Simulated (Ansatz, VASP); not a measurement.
## SrTiO3: VASP beside Ansatz

Contents of INCAR:

```
ALGO     = Normal         # electronic algorithm
EDIFF    = 1E-6           # SCF threshold, eV
ENCUT    = 520            # plane-wave cutoff, eV
GGA      = PS             # functional
ISIF     = 2              # what is computed and relaxed
ISMEAR   = 0              # smearing method
LASPH    = T              # aspherical terms in the spheres
LCHARG   = F              # write CHGCAR
LREAL    = F              # projectors in reciprocal space
LWAVE    = F              # write WAVECAR
NBANDS   = 28             # bands
NELM     = 60             # most SCF steps
PREC     = Accurate       # precision mode
SIGMA    = 0.05           # smearing width, eV
```

KPOINTS

```
k-points
0
Gamma
  8 8 8
```

Contents of POSCAR:

```
SrTiO3
1.0
    3.8913815400      0.0000000000      0.0000000000
    0.0000000000      3.8913815400      0.0000000000
    0.0000000000      0.0000000000      3.8913815400
Sr Ti O
1 1 3
Direct
   -0.0079671862      0.0000000000      0.0000000000
    0.5325617296      0.5000000000      0.5000000000
   -0.0179620988      0.5000000000      0.5000000000
    0.4820872607      0.0000000000      0.5000000000
    0.4820872607      0.5000000000      0.0000000000
```

Input for Ansatz:

```yaml
crystal:
  lattice:
    - [3.89138154, 0.0, 0.0]
    - [0.0, 3.89138154, 0.0]
    - [0.0, 0.0, 3.89138154]
  atoms:
    - { symbol: Sr, position: [-0.0079671862, 0.0, 0.0] }
    - { symbol: Ti, position: [0.5325617296, 0.5, 0.5] }
    - { symbol: O, position: [-0.0179620988, 0.5, 0.5] }
    - { symbol: O, position: [0.4820872607, 0.0, 0.5] }
    - { symbol: O, position: [0.4820872607, 0.5, 0.0] }
basis:
  ecutwfc: 520.0
kpoints:
  mp_grid: { grid: [8, 8, 8] }
hamiltonian:
  xc: pbesol
  pseudopotentials: { kind: paw, azcp: { folder: soft_1 } }
scf:
  occupations: { method: gaussian, width: 0.05 }
output:
  forces: true
  stress: true
  eigenvalues: true
```

Change from the starting cell: mode 1 frozen in at -0.093 Å and mode 7 at +0.075 Å (largest displacements).

Alike in both runs: task single point; functional PBEsol; k mesh 8 × 8 × 8; occupations gaussian, width 0.05 eV; no spin polarisation.

|  | VASP | Ansatz |
| --- | --- | --- |
| version | VASP 6.6.1 | Ansatz 0.2.0 |
| potentials or method | VASP PAW PBE potentials, release 64 (Sr_sv, Ti_sv, O), cutoff 520 eV | scalar-relativistic, plane waves, PAW |
| valence electrons in the cell | 40 | 40 |

```csv
,VASP,Ansatz,Ansatz less VASP
gap on the k mesh at the Fermi level (eV),1.88,1.92,+0.040
least direct gap on the mesh (eV),2.53,2.55,+0.024
pressure (GPa),3.4,2.7,-0.69
"traceless stress, the component that is largest in VASP (GPa)",5.09,4.93,-0.160
rms of the force components (eV/Å),0.602,0.567,-0.0347
```

VASP's potentials were made for PBE, not for PBEsol, and Ansatz warns of the same on its side. Atom by atom the forces differ by 0.037 eV/Å (rms over components).
